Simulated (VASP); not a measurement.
## SiC: single point with PBE

Crystal: SiC.

```
Si C
1.0
     0.00000    2.26096    2.00008
     2.26096    0.00000    2.00008
     2.26096    2.26096    0.00000
Si C
1 1
Direct
  0.00000 0.00000 0.00000
  0.75000 0.75000 0.75000
```

This cell differs from its parent crystal: strain +0.040 along x and y, -0.080 along z.

```yaml
Program: VASP 6.6.1
Task: single point
Functional: PBE
Potentials_or_basis: VASP PAW PBE potentials, release 64 (Si, C)
Cutoff: 520 eV
k_mesh: 12 × 12 × 12
Occupations: gaussian, width 0.05 eV
Spin: no spin polarisation
```

The pressure is 4.7 GPa and the band gap on the k mesh is 0.22 eV (least direct gap 4.44 eV).

Stress tensor (GPa, compression positive):
```
-3.42  0.00  0.00
 0.00 -3.42  0.00
 0.00  0.00 20.79
```

Levels at points of the mesh, in eV from the valence-band top:
```
           k point  band 1  band 2  band 3  band 4  band 5  band 6  band 7  band 8
(0.00, 0.00, 0.00)  -16.00   -0.69   -0.69    0.00    5.81    6.71    7.08    7.08
(0.50, 0.00, 0.00)  -12.34   -9.08   -2.22   -0.92    4.29    5.89    8.48    9.91
(0.50, 0.50, 0.00)  -10.26   -7.27   -4.53   -4.53    0.22    2.43   13.29   13.29
(0.50, 0.00, 0.50)  -11.22   -8.83   -3.26   -3.11    1.33    4.62   11.89   13.39
```

Run time: 16 s on 1 thread of Intel(R) Xeon(R) Platinum 8375C CPU @ 2.90GHz (Ice Lake) (shared host), peak memory 0.15 GiB.

Caveat: the cell differs from its parent crystal (strain +0.040 along x and y, -0.080 along z); the cell stands under pressure. A k mesh can miss the band edges.
